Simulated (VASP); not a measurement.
# ZrO2 (Fm-3m) in VASP: single point with r2SCAN

Aim: the single point of ZrO2 with r2SCAN.

Program: VASP 6.6.1. These are calculated values, not measurements. Logs are shortened: lines on timing, memory, paths and dates and some standing lists are left out, and cuts for length are marked.

## 1. The cell of the first run

The structure is cubic, space group Fm-3m (No. 225). The conventional cell has a = 5.089 Å, b = 5.089 Å, c = 5.089 Å, α = 90.00°, β = 90.00°, γ = 90.00°. Within 2.9 Å of Zr (site symmetry m-3m) lie 8 O at 2.20 Å. O (site symmetry -43m) has 4 Zr at 2.20 Å and 6 O at 2.54 Å within 2.9 Å.

## 2. Single point, r2SCAN

Input file POSCAR:

```
ZrO2
1.0
    0.0000000000      2.5447179899      2.5447179899
    2.5447179899      0.0000000000      2.5447179899
    2.5447179899      2.5447179899      0.0000000000
Zr O
1 2
Direct
    0.0000000000      0.0000000000      0.0000000000
    0.2500000000      0.2500000000      0.2500000000
    0.7500000000      0.7500000000      0.7500000000
```

Input file INCAR.step1:

```
ALGO     = Normal         # electronic algorithm
EDIFF    = 1E-4           # SCF threshold, eV
ENCUT    = 520            # plane-wave cutoff, eV
GGA      = PE             # functional
ISMEAR   = 0              # smearing method
LASPH    = T              # aspherical terms in the spheres
LCHARG   = F              # write CHGCAR
LREAL    = F              # projectors in reciprocal space
LWAVE    = T              # write WAVECAR
NBANDS   = 19             # bands
NELM     = 100            # most SCF steps
PREC     = Accurate       # precision mode
SIGMA    = 0.05           # smearing width, eV
```

Input file INCAR.step2:

```
ALGO     = Normal         # electronic algorithm
EDIFF    = 1E-7           # SCF threshold, eV
ENCUT    = 520            # plane-wave cutoff, eV
ISIF     = 2              # what is computed and relaxed
ISMEAR   = 0              # smearing method
ISTART   = 1            
LASPH    = T              # aspherical terms in the spheres
LCHARG   = F              # write CHGCAR
LMIXTAU  = T            
LREAL    = F              # projectors in reciprocal space
LWAVE    = F              # write WAVECAR
METAGGA  = R2SCAN         # meta-GGA
NBANDS   = 19             # bands
NELM     = 100            # most SCF steps
PREC     = Accurate       # precision mode
SIGMA    = 0.05           # smearing width, eV
```

Input file KPOINTS:

```
k-points
0
Gamma
  8 8 8
```

Potentials or basis: VASP PAW PBE potentials, release 64 (Zr_sv, O).

Run with:

```sh
$ cat potpaw_PBE.64/Zr_sv/POTCAR potpaw_PBE.64/O/POTCAR > POTCAR
$ cp INCAR.step1 INCAR
$ mpirun -np 1 vasp_std > vasp.out
$ cp INCAR.step2 INCAR
$ mpirun -np 1 vasp_std > vasp.out
```

OUTCAR:

```text
EDIFF = 1E-7
   ENCUT = 520
   ISIF = 2
   ISMEAR = 0
   ISTART = 1
   LASPH = T
   LREAL = F
   METAGGA = R2SCAN
   NELM = 100
   PREC = Accurate

 ion  position               nearest neighbor table
   1  0.000  0.000  0.000-   3 2.20   2 2.20   3 2.20   2 2.20   3 2.20   3 2.20   2 2.20   2 2.20

   2  0.250  0.250  0.250-   1 2.20   1 2.20   1 2.20   1 2.20
   3  0.750  0.750  0.750-   1 2.20   1 2.20   1 2.20   1 2.20

  LATTYP: Found a face centered cubic cell.
 ALAT       =     5.0894359798

  Lattice vectors:

 A1 = (   0.0000000000,   2.5447179899,   2.5447179899)
 A2 = (   2.5447179899,   0.0000000000,   2.5447179899)
 A3 = (   2.5447179899,   2.5447179899,   0.0000000000)

Analysis of symmetry for initial positions (statically):
=====================================================================
 Subroutine PRICEL returns:
 Original cell was already a primitive cell.

 Routine SETGRP: Setting up the symmetry group for a
 face centered cubic supercell.

 Subroutine GETGRP returns: Found 48 space group operations
 (whereof 48 operations were pure point group operations)
 out of a pool of 48 trial point group operations.

The static configuration has the point symmetry O_h .

Analysis of symmetry for dynamics (positions and initial velocities):
=====================================================================
 Subroutine PRICEL returns:
 Original cell was already a primitive cell.

 Routine SETGRP: Setting up the symmetry group for a
 face centered cubic supercell.

 Subroutine GETGRP returns: Found 48 space group operations
 (whereof 48 operations were pure point group operations)
 out of a pool of 48 trial point group operations.

The dynamic configuration has the point symmetry O_h .

 Subroutine INISYM returns: Found 48 space group operations
 (whereof 48 operations are pure point group operations),
 and found     1 'primitive' translations

----------------------------------------------------------------------------------------

                                     Primitive cell

  volume of cell :      32.9571

  direct lattice vectors                    reciprocal lattice vectors
     0.000000000  2.544717990  2.544717990    -0.196485427  0.196485427  0.196485427
     2.544717990  0.000000000  2.544717990     0.196485427 -0.196485427  0.196485427
     2.544717990  2.544717990  0.000000000     0.196485427  0.196485427 -0.196485427

  length of vectors
     3.598774694  3.598774694  3.598774694     0.340322742  0.340322742  0.340322742

  position of ions in fractional coordinates (direct lattice)
     0.000000000  0.000000000  0.000000000
     0.250000000  0.250000000  0.250000000
     0.750000000  0.750000000  0.750000000

  ion indices of the primitive-cell ions
   primitive index   ion index
                 1           1
                 2           2
                 3           3

----------------------------------------------------------------------------------------

 KPOINTS: k-points

Automatic generation of k-mesh.
 Grid dimensions read from file:
 generate k-points for:    8    8    8

 Generating k-lattice:

  Cartesian coordinates                     Fractional coordinates (reciprocal lattice)
    -0.024560678  0.024560678  0.024560678     0.125000000  0.000000000  0.000000000
     0.024560678 -0.024560678  0.024560678     0.000000000  0.125000000  0.000000000
     0.024560678  0.024560678 -0.024560678     0.000000000  0.000000000  0.125000000

  Length of vectors
     0.042540343  0.042540343  0.042540343

  Shift w.r.t. Gamma in fractional coordinates (k-lattice)
     0.000000000  0.000000000  0.000000000

 Subroutine IBZKPT returns following result:
 ===========================================

 Found     29 irreducible k-points:

 Following reciprocal coordinates:
            Coordinates               Weight
  0.000000  0.000000  0.000000      1.000000
  0.125000  0.000000  0.000000      8.000000
  0.250000  0.000000  0.000000      8.000000
  0.375000  0.000000  0.000000      8.000000
  0.500000  0.000000  0.000000      4.000000
  0.125000  0.125000  0.000000      6.000000
[... 16 lines left out ...]
  0.500000  0.250000  0.125000     48.000000
 -0.375000  0.250000  0.125000     24.000000
 [... further k-points ...]
   k-points           NKPTS =     29   k-points in BZ     NKDIM =     29   number of bands    NBANDS=     19
   number of dos      NEDOS =    301   number of ions     NIONS =      3
   total plane-waves  NPLWV =  21952
   dimension x,y,z NGX =    28 NGY =   28 NGZ =   28
   dimension x,y,z NGXF=    56 NGYF=   56 NGZF=   56
   ions per type =               1   2
   NGX,Y,Z   is equivalent  to a cutoff of  12.93, 12.93, 12.93 a.u.
   NGXF,Y,Z  is equivalent  to a cutoff of  25.87, 25.87, 25.87 a.u.
 SYSTEM =  unknown system
   PREC   = accura    normal or accurate (medium, high low for compatibility)
   ISTART =      1    job   : 0-new  1-cont  2-samecut
   ICHARG =      0    charge: 1-file 2-atom 10-const
   ISPIN  =      1    spin polarized calculation?
   LNONCOLLINEAR =      F non collinear calculations
   LSORBIT =      F    spin-orbit coupling
   LASPH  =      T    aspherical Exc in radial PAW
   ENCUT  =  520.0 eV  38.22 Ry    6.18 a.u.   6.69  6.69  6.69*2*pi/ulx,y,z
   NELM   =    100;   NELMIN=  2; NELMDL=  0     # of ELM steps
   EDIFF  = 0.1E-06   stopping-criterion for ELM
   LREAL  =      F    real-space projection
   EDIFFG = 0.1E-05   stopping-criterion for IOM
   NSW    =      0    number of steps for IOM
   IBRION =     -1    ionic relax: 0-MD 1-quasi-New 2-CG
   NFREE  =      0    steps in history (QN), initial steepest desc. (CG)
   ISIF   =      2    stress and relaxation
   ISYM   =      2    0-nonsym 1-usesym 2-fastsym
   POTIM  = 0.5000    time-step for ionic-motion
   TEBEG  =    0.0;   TEEND  =   0.0 temperature during run
   PSTRESS=    0.0 pullay stress
   NELECT =      24.0000    total number of electrons
   NUPDOWN=      -1.0000    fix difference up-down
   EMIN   =  10.00;   EMAX   =-10.00  energy-range for DOS
   EFERMI =   0.00;   METHOD = LEGACY
   ISMEAR =     0;   SIGMA  =   0.05  broadening in eV -4-tet -1-fermi 0-gaus
   EFERMI_NEDOS =   21; number of points for ismear=-14 and -15
   IALGO  =     38    algorithm
   IMIX   =      4    mixing-type and parameters
     AMIX     =   0.40;   BMIX     =  1.00
     AMIX_MAG =   1.60;   BMIX_MAG =  1.00
  volume/ion in A,a.u.               =      10.99        74.14
  Fermi-wavevector in a.u.,A,eV,Ry     =   1.472863  2.783307 29.515451  2.169324
  Thomas-Fermi vector in A             =   2.587826
   LORBIT       =      0    0 simple, 1 ext, 2 COOP (PROOUT), +10 PAW based schemes
   METAGGA = R2SCAN    functional components
   LHFCALC =     F    Hartree Fock is set to
   AEXX    =    0.0000 exact exchange contribution
   IVDW    =     0    specifies the selected vdW correction
   LEPSILON=     F    determine dielectric tensor
   LRPA    =     F    only Hartree local field effects (RPA)
 non-spin polarized calculation
 Gauss-broadening in eV      SIGMA  =   0.05
  energy-cutoff  :      520.00
  volume of cell :       32.96
 maximum number of plane-waves:       905
   NGX = 13   NGY = 13   NGZ = 13

 number of electron      23.9999991 magnetization

 Free energy of the ion-electron system (eV)
  ---------------------------------------------------
  ext. energy  EPLUGINS =         0.00000000
  ---------------------------------------------------
  free energy    TOTEN  =       -45.85598246 eV

  energy without entropy =      -45.85598246  energy(sigma->0) =      -45.85598246

 E-fermi :   7.2274     XC(G=0): -12.5347

 val. band max:        6.9194225783   @ k =   0.5000   0.5000   0.0000
 cond. band min:      10.7907809830   @ k =   0.0000   0.0000   0.0000
 fundamental gap:      3.8713584047
 Fermi energy:         7.2273692376

 k-point     1 :       0.0000    0.0000    0.0000
  band No.  band energies     occupation
      1     -42.6670      2.00000
      2     -19.7614      2.00000
      3     -19.7614      2.00000
      4     -19.7614      2.00000
      5     -12.2778      2.00000
      6      -9.7441      2.00000
[... 11 lines left out ...]
     18      16.8960      0.00000
     19      22.1475      0.00000

 k-point     2 :       0.1250    0.0000    0.0000
  band No.  band energies     occupation
      1     -42.6599      2.00000
      2     -19.8809      2.00000
      3     -19.7718      2.00000
      4     -19.7718      2.00000
      5     -12.0539      2.00000
      6      -9.8971      2.00000
[... 11 lines left out ...]
     18      16.6600      0.00000
     19      21.8381      0.00000

 k-point     3 :       0.2500    0.0000    0.0000
  band No.  band energies     occupation
      1     -42.6427      2.00000
      2     -20.1484      2.00000
      3     -19.7970      2.00000
      4     -19.7970      2.00000
      5     -11.5797      2.00000
      6     -10.1661      2.00000
[... 11 lines left out ...]
     18      16.6424      0.00000
     19      21.2005      0.00000

 k-point     4 :       0.3750    0.0000    0.0000
  band No.  band energies     occupation
      1     -42.6253      2.00000
      2     -20.3921      2.00000
      3     -19.8219      2.00000
      4     -19.8219      2.00000
      5     -11.3291      2.00000
      6     -10.1655      2.00000
[... 11 lines left out ...]
     18      16.8936      0.00000
     19      21.4037      0.00000

 k-point     5 :       0.5000    0.0000    0.0000
  band No.  band energies     occupation
      1     -42.6181      2.00000
      2     -20.4873      2.00000
      3     -19.8322      2.00000
      4     -19.8322      2.00000
      5     -11.3271      2.00000
      6     -10.0498      2.00000
[... 11 lines left out ...]
     18      16.4945      0.00000
     19      22.0261      0.00000

 k-point     6 :       0.1250    0.1250    0.0000
  band No.  band energies     occupation
      1     -42.6575      2.00000
      2     -19.8962      2.00000
      3     -19.7874      2.00000
      4     -19.7874      2.00000
      5     -11.9729      2.00000
      6      -9.9525      2.00000
[... 11 lines left out ...]
     18      16.5882      0.00000
     19      21.9251      0.00000

 k-point     7 :       0.2500    0.1250    0.0000
  band No.  band energies     occupation
      1     -42.6437      2.00000
      2     -20.0942      2.00000
      3     -19.8182      2.00000
      4     -19.8161      2.00000
      5     -11.5546      2.00000
      6     -10.2039      2.00000
[... 11 lines left out ...]
     18      16.5467      0.00000
     19      21.7204      0.00000

 k-point     8 :       0.3750    0.1250    0.0000
  band No.  band energies     occupation
      1     -42.6264      2.00000
      2     -20.3201      2.00000
      3     -19.8679      2.00000
      4     -19.8410      2.00000
      5     -11.1950      2.00000
      6     -10.3109      2.00000
[... 256 lines left out ...]
 k-point    20 :      -0.3750    0.3750    0.0000
  band No.  band energies     occupation
      1     -42.6033      2.00000
      2     -20.3950      2.00000
      3     -20.1317      2.00000
      4     -19.9031      2.00000
      5     -10.7642      2.00000
      6     -10.3097      2.00000
[... 11 lines left out ...]
     18      19.6266      0.00000
     19      22.6834      0.00000

 k-point    21 :       0.5000    0.5000    0.0000
  band No.  band energies     occupation
      1     -42.6020      2.00000
      2     -20.5555      2.00000
      3     -19.9369      2.00000
      4     -19.9369      2.00000
      5     -10.9486      2.00000
      6     -10.1237      2.00000
[... 11 lines left out ...]
     18      21.0700      0.00000
     19      21.3120      0.00000

 k-point    22 :       0.3750    0.2500    0.1250
  band No.  band energies     occupation
      1     -42.6298      2.00000
      2     -20.2339      2.00000
      3     -19.9125      2.00000
      4     -19.8300      2.00000
      5     -11.1392      2.00000
      6     -10.4184      2.00000
[... 11 lines left out ...]
     18      17.3162      0.00000
     19      22.0346      0.00000

 k-point    23 :       0.5000    0.2500    0.1250
  band No.  band energies     occupation
      1     -42.6158      2.00000
      2     -20.3471      2.00000
      3     -20.0114      2.00000
      4     -19.8584      2.00000
      5     -10.8979      2.00000
      6     -10.4205      2.00000
[... 11 lines left out ...]
     18      18.0950      0.00000
     19      22.2879      0.00000

 k-point    24 :      -0.3750    0.2500    0.1250
  band No.  band energies     occupation
      1     -42.6101      2.00000
      2     -20.3886      2.00000
      3     -20.0538      2.00000
      4     -19.8722      2.00000
      5     -10.9201      2.00000
      6     -10.2875      2.00000
[... 11 lines left out ...]
     18      18.1639      0.00000
     19      22.6136      0.00000

 [... further k-points ...]
[... 5 lines left out ...]
  --------------------------------------------------------------------------------------
  -------------------------------------------------------------------------------------
  Total        0.0621583      0.0621583      0.0621583      0.0000000      0.0000000      0.0000000
  in kB        3.0217661      3.0217661      3.0217661      0.0000000      0.0000000      0.0000000
  external PRESSURE =       3.0217661 kB  Pullay stress =       0.0000000 kB

 VOLUME and BASIS-vectors are now :
 -----------------------------------------------------------------------------
  energy-cutoff  :      520.00
  volume of cell :       32.96
      direct lattice vectors                 reciprocal lattice vectors
     0.000000000  2.544717990  2.544717990    -0.196485427  0.196485427  0.196485427
     2.544717990  0.000000000  2.544717990     0.196485427 -0.196485427  0.196485427
     2.544717990  2.544717990  0.000000000     0.196485427  0.196485427 -0.196485427

 POSITION                                       TOTAL-FORCE (eV/Angst)
 -----------------------------------------------------------------------------------
      0.00000      0.00000      0.00000        -0.000000      0.000000     -0.000000
      1.27236      1.27236      1.27236        -0.000000     -0.000000     -0.000000
      3.81708      3.81708      3.81708         0.000000      0.000000      0.000000
 -----------------------------------------------------------------------------------
    total drift:                                0.000000      0.000000      0.000000

  FREE ENERGIE OF THE ION-ELECTRON SYSTEM (eV)
  ---------------------------------------------------
  free  energy   TOTEN  =       -45.8559824629 eV

  energy  without entropy=      -45.8559824629  energy(sigma->0) =      -45.85598246
```

It took 49 s on 1 thread of AMD EPYC 9R45 (Zen 5), shared host; peak memory 0.13 GiB.

Results:

```yaml
Free_energy: -45.8560 eV
Pressure: 0.3 GPa
Band_gap_on_the_k_mesh: 3.87 eV, indirect (least direct gap 4.27 eV)
```

Levels at points of the mesh, in eV from the valence-band top:
```tsv
k point	band 8	band 9	band 10	band 11	band 12	band 13	band 14	band 15	band 16	band 17
(0.00, 0.00, 0.00)	-5.32	-5.32	-0.55	-0.55	-0.55	3.87	3.87	7.18	9.98	9.98
(0.50, 0.00, 0.00)	-4.27	-2.59	-2.50	-1.68	-1.68	4.49	4.49	6.62	9.05	9.05
(0.50, 0.50, 0.00)	-3.23	-3.23	-1.52	-1.52	0.00	4.27	5.25	6.39	7.82	7.82
```

Caveat: the PAW data sets were made with another functional, which shifts forces and pressure a little. A k mesh can miss the band edges.
